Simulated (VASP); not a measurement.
# N (P6_3/mmc) in VASP: further runs

N is run at these levels: LDA; tasks: single point.

All numbers are computed with VASP 6.6.1; they aren't measurements. Logs are shortened: lines on timing, memory, paths and dates and some standing lists are left out, and cuts for length are marked.

## 1. The cell of the first run

Symmetry: P6_3/mmc, No. 194, hexagonal system. The conventional cell has a = 3.415 Å, b = 3.415 Å, c = 6.651 Å, α = 90.00°, β = 90.00°, γ = 120.00°. Within 4.5 Å of N (site symmetry -6m2) lie 12 N at 3.42 to 3.87 Å.

## 2. Single point, LDA, collinear spin, ferromagnetic start

Input file INCAR:

```
PREC = Accurate
ENCUT = 520
EDIFF = 1E-7
ISMEAR = 0
SIGMA = 0.05
LREAL = F
LASPH = T
NELM = 150
ALGO = Normal
ISIF = 2
LWAVE = F
LCHARG = F
ISPIN = 2
MAGMOM = 3.18 3.18
LORBIT = 11
NBANDS = 16
```

Input file KPOINTS:

```
Automatic mesh
0
Gamma
  12 12 6
```

Input file POSCAR:

```
N
1.0
    3.4150213012      0.0000000000      0.0000000000
   -1.7075106506      2.9574952013      0.0000000000
    0.0000000000      0.0000000000      6.6512426521
N
2
Direct
    0.3333333333      0.6666666667      0.2500000000
    0.6666666667      0.3333333333      0.7500000000
```

Potentials or basis: VASP PAW LDA potentials, release 64 (N).

Launch:

```
> cat potpaw_LDA.64/N/POTCAR > POTCAR
> mpirun -np 1 vasp_std > vasp.out
```

OUTCAR:

```text
PREC = Accurate
   ENCUT = 520
   EDIFF = 1E-7
   ISMEAR = 0
   LREAL = F
   LASPH = T
   NELM = 150
   ISIF = 2
   ISPIN = 2
   LORBIT = 11

 ion  position               nearest neighbor table
   1  0.333  0.667  0.250-
   2  0.667  0.333  0.750-

  LATTYP: Found a hexagonal cell.
 ALAT       =     3.4150213012
 C/A-ratio  =     1.9476430937

  Lattice vectors:

 A1 = (   3.4150213012,   0.0000000000,   0.0000000000)
 A2 = (  -1.7075106506,   2.9574952013,   0.0000000000)
 A3 = (   0.0000000000,   0.0000000000,   6.6512426521)

Analysis of symmetry for initial positions (statically):
=====================================================================
 Subroutine PRICEL returns:
 Original cell was already a primitive cell.

 Routine SETGRP: Setting up the symmetry group for a
 hexagonal supercell.

 Subroutine GETGRP returns: Found 24 space group operations
 (whereof 12 operations were pure point group operations)
 out of a pool of 24 trial point group operations.

The static configuration has the point symmetry D_3d.
 The point group associated with its full space group is D_6h.

Analysis of symmetry for dynamics (positions and initial velocities):
=====================================================================
 Subroutine PRICEL returns:
 Original cell was already a primitive cell.

 Routine SETGRP: Setting up the symmetry group for a
 hexagonal supercell.

 Subroutine GETGRP returns: Found 24 space group operations
 (whereof 12 operations were pure point group operations)
 out of a pool of 24 trial point group operations.

The dynamic configuration has the point symmetry D_3d.
 The point group associated with its full space group is D_6h.

Analysis of structural, dynamic, and magnetic symmetry:
=====================================================================
 Subroutine PRICEL returns:
 Original cell was already a primitive cell.

 Routine SETGRP: Setting up the symmetry group for a
 hexagonal supercell.

 Subroutine GETGRP returns: Found 24 space group operations
 (whereof 12 operations were pure point group operations)
 out of a pool of 24 trial point group operations.

The overall configuration has the point symmetry D_3d.
 The point group associated with its full space group is D_6h.

 Subroutine INISYM returns: Found 24 space group operations
 (whereof 12 operations are pure point group operations),
 and found     1 'primitive' translations

----------------------------------------------------------------------------------------

                                     Primitive cell

  volume of cell :      67.1769

  direct lattice vectors                    reciprocal lattice vectors
     3.415021301  0.000000000  0.000000000     0.292823942  0.169061982  0.000000000
    -1.707510651  2.957495201  0.000000000     0.000000000  0.338123964  0.000000000
     0.000000000  0.000000000  6.651242652     0.000000000  0.000000000  0.150347845

  length of vectors
     3.415021301  3.415021301  6.651242652     0.338123964  0.338123964  0.150347845

  position of ions in fractional coordinates (direct lattice)
     0.333333333  0.666666667  0.250000000
     0.666666667  0.333333333  0.750000000

  ion indices of the primitive-cell ions
   primitive index   ion index
                 1           1
                 2           2

----------------------------------------------------------------------------------------

 KPOINTS: Automatic mesh

Automatic generation of k-mesh.
 Grid dimensions read from file:
 generate k-points for:   12   12    6

 Generating k-lattice:

  Cartesian coordinates                     Fractional coordinates (reciprocal lattice)
     0.024401995  0.014088498  0.000000000     0.083333333  0.000000000  0.000000000
     0.000000000  0.028176997  0.000000000     0.000000000  0.083333333  0.000000000
     0.000000000  0.000000000  0.025057974     0.000000000  0.000000000  0.166666667

  Length of vectors
     0.028176997  0.028176997  0.025057974

  Shift w.r.t. Gamma in fractional coordinates (k-lattice)
     0.000000000  0.000000000  0.000000000

 Subroutine IBZKPT returns following result:
 ===========================================

 Found     76 irreducible k-points:

 Following reciprocal coordinates:
            Coordinates               Weight
  0.000000  0.000000  0.000000      1.000000
  0.083333  0.000000  0.000000      6.000000
  0.166667  0.000000  0.000000      6.000000
  0.250000  0.000000  0.000000      6.000000
  0.333333  0.000000  0.000000      6.000000
  0.416667  0.000000  0.000000      6.000000
[... 16 lines left out ...]
  0.250000  0.000000  0.166667     12.000000
  0.333333  0.000000  0.166667     12.000000
 [... further k-points ...]
   k-points           NKPTS =     76   k-points in BZ     NKDIM =     76   number of bands    NBANDS=     16
   number of dos      NEDOS =    301   number of ions     NIONS =      2
   total plane-waves  NPLWV =  39200
   dimension x,y,z NGX =    28 NGY =   28 NGZ =   50
   dimension x,y,z NGXF=    56 NGYF=   56 NGZF=  100
   ions per type =               2
   NGX,Y,Z   is equivalent  to a cutoff of  13.63, 13.63, 12.50 a.u.
   NGXF,Y,Z  is equivalent  to a cutoff of  27.26, 27.26, 24.99 a.u.
 SYSTEM =  unknown system
   PREC   = accura    normal or accurate (medium, high low for compatibility)
   ISTART =      0    job   : 0-new  1-cont  2-samecut
   ICHARG =      2    charge: 1-file 2-atom 10-const
   ISPIN  =      2    spin polarized calculation?
   LNONCOLLINEAR =      F non collinear calculations
   LSORBIT =      F    spin-orbit coupling
   LASPH  =      T    aspherical Exc in radial PAW
   ENCUT  =  520.0 eV  38.22 Ry    6.18 a.u.   6.35  6.35 12.37*2*pi/ulx,y,z
   NELM   =    150;   NELMIN=  2; NELMDL= -5     # of ELM steps
   EDIFF  = 0.1E-06   stopping-criterion for ELM
   LREAL  =      F    real-space projection
   EDIFFG = 0.1E-05   stopping-criterion for IOM
   NSW    =      0    number of steps for IOM
   IBRION =     -1    ionic relax: 0-MD 1-quasi-New 2-CG
   NFREE  =      0    steps in history (QN), initial steepest desc. (CG)
   ISIF   =      2    stress and relaxation
   ISYM   =      2    0-nonsym 1-usesym 2-fastsym
   POTIM  = 0.5000    time-step for ionic-motion
   TEBEG  =    0.0;   TEEND  =   0.0 temperature during run
   PSTRESS=    0.0 pullay stress
   NELECT =      10.0000    total number of electrons
   NUPDOWN=      -1.0000    fix difference up-down
   EMIN   =  10.00;   EMAX   =-10.00  energy-range for DOS
   EFERMI =   0.00;   METHOD = LEGACY
   ISMEAR =     0;   SIGMA  =   0.05  broadening in eV -4-tet -1-fermi 0-gaus
   EFERMI_NEDOS =   21; number of points for ismear=-14 and -15
   IALGO  =     38    algorithm
   IMIX   =      4    mixing-type and parameters
     AMIX     =   0.40;   BMIX     =  1.00
     AMIX_MAG =   1.60;   BMIX_MAG =  1.00
  volume/ion in A,a.u.               =      33.59       226.67
  Fermi-wavevector in a.u.,A,eV,Ry     =   0.867630  1.639584 10.242227  0.752782
  Thomas-Fermi vector in A             =   1.986192
   LORBIT       =     11    0 simple, 1 ext, 2 COOP (PROOUT), +10 PAW based schemes
   GGA     = CA    functional components
   LHFCALC =     F    Hartree Fock is set to
   AEXX    =    0.0000 exact exchange contribution
   IVDW    =     0    specifies the selected vdW correction
   LEPSILON=     F    determine dielectric tensor
   LRPA    =     F    only Hartree local field effects (RPA)
 spin polarized calculation
 Gauss-broadening in eV      SIGMA  =   0.05
  energy-cutoff  :      520.00
  volume of cell :       67.18
 maximum number of plane-waves:      1827
 NGX is ok and might be reduce to    28

 number of electron      10.0000000 magnetization       6.0000148

 Free energy of the ion-electron system (eV)
  ---------------------------------------------------
  ext. energy  EPLUGINS =         0.00000000
  ---------------------------------------------------
  free energy    TOTEN  =        -5.89481717 eV

  energy without entropy =       -5.89481717  energy(sigma->0) =       -5.89481717

 E-fermi :  -4.9708     XC(G=0):  -6.1020

 val. band max:       -5.2524477803   @ k =   0.0000   0.0000   0.0000
 cond. band min:      -3.3138525556   @ k =   0.0000   0.0000   0.0000
 fundamental gap:      1.9385952247
 Fermi energy:        -4.9708143503

 spin component 1

 k-point     1 :       0.0000    0.0000    0.0000
  band No.  band energies     occupation
      1     -17.4769      1.00000
      2     -17.2924      1.00000
      3      -6.6621      1.00000
      4      -5.6313      1.00000
      5      -5.3016      1.00000
      6      -5.3016      1.00000
[... 8 lines left out ...]
     15      13.5514      0.00000
     16      14.0814      0.00000
[... 419 lines left out ...]
 k-point    24 :       0.3333    0.0000    0.1667
  band No.  band energies     occupation
      1     -17.1738      1.00000
      2     -17.0824      1.00000
      3      -6.4143      1.00000
      4      -6.3099      1.00000
      5      -6.1068      1.00000
      6      -5.6430      1.00000
[... 8 lines left out ...]
     15      12.0698      0.00000
     16      13.0310      0.00000

 [... further k-points ...]

 spin component 2

 k-point     1 :       0.0000    0.0000    0.0000
  band No.  band energies     occupation
      1     -13.4682      1.00000
      2     -13.1709      1.00000
      3      -3.3139      0.00000
      4      -1.4957      0.00000
      5      -1.0161      0.00000
      6      -1.0161      0.00000
[... 8 lines left out ...]
     15      14.8522      0.00000
     16      15.5008      0.00000
[... 419 lines left out ...]
 k-point    24 :       0.3333    0.0000    0.1667
  band No.  band energies     occupation
      1     -13.0250      1.00000
      2     -12.8754      1.00000
      3      -2.8015      0.00000
      4      -2.6243      0.00000
      5      -2.3352      0.00000
      6      -1.5221      0.00000
[... 8 lines left out ...]
     15      13.5528      0.00000
     16      14.2172      0.00000

 [... further k-points ...]
[... 5 lines left out ...]
  --------------------------------------------------------------------------------------
  -------------------------------------------------------------------------------------
  Total       -0.0830240     -0.0830240     -0.1924308      0.0000000     -0.0000000      0.0000000
  in kB       -1.9801310     -1.9801310     -4.5894957      0.0000000     -0.0000000      0.0000000
  external PRESSURE =      -2.8499192 kB  Pullay stress =       0.0000000 kB

 VOLUME and BASIS-vectors are now :
 -----------------------------------------------------------------------------
  energy-cutoff  :      520.00
  volume of cell :       67.18
      direct lattice vectors                 reciprocal lattice vectors
     3.415021301  0.000000000  0.000000000     0.292823942  0.169061982  0.000000000
    -1.707510651  2.957495201  0.000000000     0.000000000  0.338123964  0.000000000
     0.000000000  0.000000000  6.651242652     0.000000000  0.000000000  0.150347845

 POSITION                                       TOTAL-FORCE (eV/Angst)
 -----------------------------------------------------------------------------------
     -0.00000      1.97166      1.66281        -0.000000      0.000000      0.000000
      1.70751      0.98583      4.98843         0.000000     -0.000000      0.000000
 -----------------------------------------------------------------------------------
    total drift:                               -0.000000      0.000000     -0.000000

  FREE ENERGIE OF THE ION-ELECTRON SYSTEM (eV)
  ---------------------------------------------------
  free  energy   TOTEN  =        -5.8948171686 eV

  energy  without entropy=       -5.8948171686  energy(sigma->0) =       -5.89481717

 total charge

# of ion       s       p       d       tot
------------------------------------------
    1        1.352   1.889   0.000   3.241
    2        1.352   1.889   0.000   3.241
--------------------------------------------------
tot          2.704   3.777   0.000   6.481

 magnetization (x)

# of ion       s       p       d       tot
------------------------------------------
    1        0.038   1.888   0.000   1.926
    2        0.038   1.888   0.000   1.926
--------------------------------------------------
tot          0.076   3.777   0.000   3.852
```

Run time: 57 s. Hardware: 1 thread of Intel Xeon 6975P-C (Granite Rapids), shared host; peak memory 0.22 GiB.

What came out:

| Quantity | Value |
| --- | --- |
| Free energy | -5.8948 eV |
| Pressure | -0.3 GPa |
| Band gap on the k mesh | 1.94 eV |
| Net moment | 6.00 μB per cell |
| Site moments | N +1.93 μB |
| Valence electrons inside the program's atomic spheres | N 3.24 |

Levels at points of the mesh, in eV from the valence-band top:
Spin up:
```
           k point  band 6  band 7  band 8  band 9  band 10  band 11
(0.00, 0.00, 0.00)   -0.05    0.00    0.00    6.72     9.87    10.47
(0.50, 0.00, 0.00)   -0.43   -0.35   -0.23   10.67    10.74    11.08
(0.00, 0.00, 0.50)   -0.02   -0.02   -0.02    7.83     7.83    13.02
(0.50, 0.00, 0.50)   -0.51   -0.29   -0.29   10.55    10.55    11.69
```
Spin down:
| k point | band 1 | band 2 | band 3 | band 4 | band 5 |
| --- | --- | --- | --- | --- | --- |
| (0.00, 0.00, 0.00) | -8.22 | -7.92 | 1.94 | 3.76 | 4.24 |
| (0.50, 0.00, 0.00) | -7.60 | -7.52 | 2.01 | 2.30 | 3.16 |
| (0.00, 0.00, 0.50) | -8.07 | -8.07 | 2.72 | 2.72 | 4.28 |
| (0.50, 0.00, 0.50) | -7.56 | -7.56 | 2.06 | 2.06 | 3.53 |

## 3. Single point, LDA, collinear spin, ferromagnetic start

This run uses another cell than the first one, of the same volume but with other edges.

Input file INCAR:

```
PREC     = Accurate       # precision mode
ENCUT    = 520            # plane-wave cutoff, eV
EDIFF    = 1E-7           # SCF threshold, eV
ISMEAR   = 0              # smearing method
SIGMA    = 0.05           # smearing width, eV
LREAL    = False          # projectors in reciprocal space
LASPH    = True           # aspherical terms in the spheres
NELM     = 150            # most SCF steps
ALGO     = Normal         # electronic algorithm
ISIF     = 2              # what is computed and relaxed
LWAVE    = False          # write WAVECAR
LCHARG   = True           # write CHGCAR
ISPIN    = 2              # spin polarisation
MAGMOM   = 3.18 3.18      # initial moments
LORBIT   = 11             # projections on sites
LELF     = True           # ELF
LVHAR    = True         
NBANDS   = 16             # bands
```

KPOINTS is that of step 2.

Input file POSCAR:

```
N
1.0
    3.7312804258      0.0000000000      0.0000000000
   -1.8656402129      3.2313836374      0.0000000000
    0.0000000000      0.0000000000      5.5715219566
N
2
Direct
    0.3333333333      0.6666666667      0.2500000000
    0.6666666667      0.3333333333      0.7500000000
```

Potentials or basis: VASP PAW LDA potentials, release 64 (N).

Launch:

```
> cat potpaw_LDA.64/N/POTCAR > POTCAR
> mpirun -np 1 vasp_std > vasp.out
```

OUTCAR:

```text
PREC = Accurate
   ENCUT = 520
   EDIFF = 1E-7
   ISMEAR = 0
   LREAL = False
   LASPH = True
   NELM = 150
   ISIF = 2
   ISPIN = 2
   LORBIT = 11

 ion  position               nearest neighbor table
   1  0.333  0.667  0.250-
   2  0.667  0.333  0.750-

  LATTYP: Found a hexagonal cell.
 ALAT       =     3.7312804258
 C/A-ratio  =     1.4931930385

  Lattice vectors:

 A1 = (   3.7312804258,   0.0000000000,   0.0000000000)
 A2 = (  -1.8656402129,   3.2313836374,   0.0000000000)
 A3 = (   0.0000000000,   0.0000000000,   5.5715219566)

[... 1127 lines left out ...]
  external PRESSURE =      -3.7007535 kB  Pullay stress =       0.0000000 kB

 VOLUME and BASIS-vectors are now :
 -----------------------------------------------------------------------------
  energy-cutoff  :      520.00
  volume of cell :       67.18
      direct lattice vectors                 reciprocal lattice vectors
     3.731280426  0.000000000  0.000000000     0.268004515  0.154732479  0.000000000
    -1.865640213  3.231383637  0.000000000     0.000000000  0.309464957  0.000000000
     0.000000000  0.000000000  5.571521957     0.000000000  0.000000000  0.179484171

 POSITION                                       TOTAL-FORCE (eV/Angst)
 -----------------------------------------------------------------------------------
     -0.00000      2.15426      1.39288         0.000000     -0.000000      0.000000
      1.86564      1.07713      4.17864        -0.000000      0.000000      0.000000
 -----------------------------------------------------------------------------------
    total drift:                               -0.000000      0.000000     -0.000000

  FREE ENERGIE OF THE ION-ELECTRON SYSTEM (eV)
  ---------------------------------------------------
  free  energy   TOTEN  =        -5.8995113317 eV

  energy  without entropy=       -5.8995113317  energy(sigma->0) =       -5.89951133

 total charge

# of ion       s       p       d       tot
------------------------------------------
    1        1.352   1.888   0.000   3.240
    2        1.352   1.888   0.000   3.240
--------------------------------------------------
tot          2.704   3.776   0.000   6.480

 magnetization (x)

# of ion       s       p       d       tot
------------------------------------------
    1        0.037   1.888   0.000   1.925
    2        0.037   1.888   0.000   1.925
--------------------------------------------------
tot          0.075   3.775   0.000   3.850
```

OSZICAR:

```text
N       E                     dE             d eps       ncg     rms          rms(c)
DAV:   1     0.416790399166E+02    0.41679E+02   -0.40168E+03  4864   0.487E+02
DAV:   2    -0.243383344951E+01   -0.44113E+02   -0.37069E+02  7152   0.104E+02
DAV:   3    -0.579855611209E+01   -0.33647E+01   -0.33537E+01  5528   0.293E+01
DAV:   4    -0.581514471705E+01   -0.16589E-01   -0.16588E-01  5832   0.262E+00
DAV:   5    -0.581524111039E+01   -0.96393E-04   -0.96393E-04  5552   0.184E-01    0.185E+00
DAV:   6    -0.586046307816E+01   -0.45222E-01   -0.58342E-02  4936   0.142E+00    0.850E-01
DAV:   7    -0.589225791634E+01   -0.31795E-01   -0.36717E-02  4928   0.122E+00    0.364E-01
DAV:   8    -0.589894269692E+01   -0.66848E-02   -0.14768E-03  5272   0.254E-01    0.191E-01
DAV:   9    -0.589946273092E+01   -0.52003E-03   -0.88004E-05  5104   0.607E-02    0.898E-02
DAV:  10    -0.589949847324E+01   -0.35742E-04   -0.15005E-05  5080   0.250E-02    0.151E-02
DAV:  11    -0.589950945363E+01   -0.10980E-04   -0.51295E-06  5000   0.108E-02    0.398E-03
DAV:  12    -0.589951066515E+01   -0.12115E-05   -0.78441E-07  5808   0.422E-03    0.197E-03
DAV:  13    -0.589951123370E+01   -0.56855E-06   -0.51500E-08  4376   0.109E-03    0.115E-03
DAV:  14    -0.589951133169E+01   -0.97990E-07   -0.33937E-08  4096   0.942E-04
   1 F= -.58995113E+01 E0= -.58995113E+01  d E =-.567613E-13  mag=     6.0000
```

stdout:

```text
POSCAR found type information on POSCAR N
 POSCAR found :  1 types and       2 ions
 scaLAPACK will be used
 LDA part: xc-table for (Slater(with rela. corr.)+CA(PZ))
 , standard interpolation
 POSCAR, INCAR and KPOINTS ok, starting setup
 FFT: planning ... GRIDC
 FFT: planning ... GRID_SOFT
 FFT: planning ... GRID
 WAVECAR not read
 entering main loop
```

Run time: 47 s. Hardware: 1 thread of Intel Xeon 6975P-C (Granite Rapids), shared host; peak memory 0.22 GiB.

Results:

| Item | Value |
| --- | --- |
| Free energy | -5.8995 eV |
| Pressure | -0.4 GPa |
| Band gap on the k mesh | 2.07 eV |
| Net moment | 6.00 μB per cell |
| Site moments | N +1.93 μB |
| Valence electrons inside the program's atomic spheres | N 3.24 |

Stress tensor (GPa, compression positive):
```
-0.40  0.00  0.00
 0.00 -0.40  0.00
 0.00  0.00 -0.30
```

Levels at points of the mesh, in eV from the valence-band top:
Spin up:
| k point | band 6 | band 7 | band 8 | band 9 | band 10 | band 11 |
| --- | --- | --- | --- | --- | --- | --- |
| (0.00, 0.00, 0.00) | -0.14 | -0.14 | 0.00 | 6.77 | 10.57 | 11.46 |
| (0.50, 0.00, 0.00) | -0.58 | -0.36 | -0.21 | 10.10 | 10.34 | 11.84 |
| (0.00, 0.00, 0.50) | -0.23 | -0.23 | -0.23 | 8.21 | 8.21 | 14.71 |
| (0.50, 0.00, 0.50) | -0.40 | -0.30 | -0.30 | 10.46 | 10.46 | 11.53 |
Spin down:
| k point | band 1 | band 2 | band 3 | band 4 | band 5 | band 6 |
| --- | --- | --- | --- | --- | --- | --- |
| (0.00, 0.00, 0.00) | -8.14 | -7.53 | 2.07 | 3.82 | 3.82 | 4.10 |
| (0.50, 0.00, 0.00) | -7.68 | -7.49 | 2.25 | 2.84 | 3.06 | 3.41 |
| (0.00, 0.00, 0.50) | -7.85 | -7.85 | 3.01 | 3.01 | 3.96 | 3.96 |
| (0.50, 0.00, 0.50) | -7.58 | -7.58 | 2.17 | 2.17 | 3.69 | 3.69 |

(Continued in part 2 of 2.)
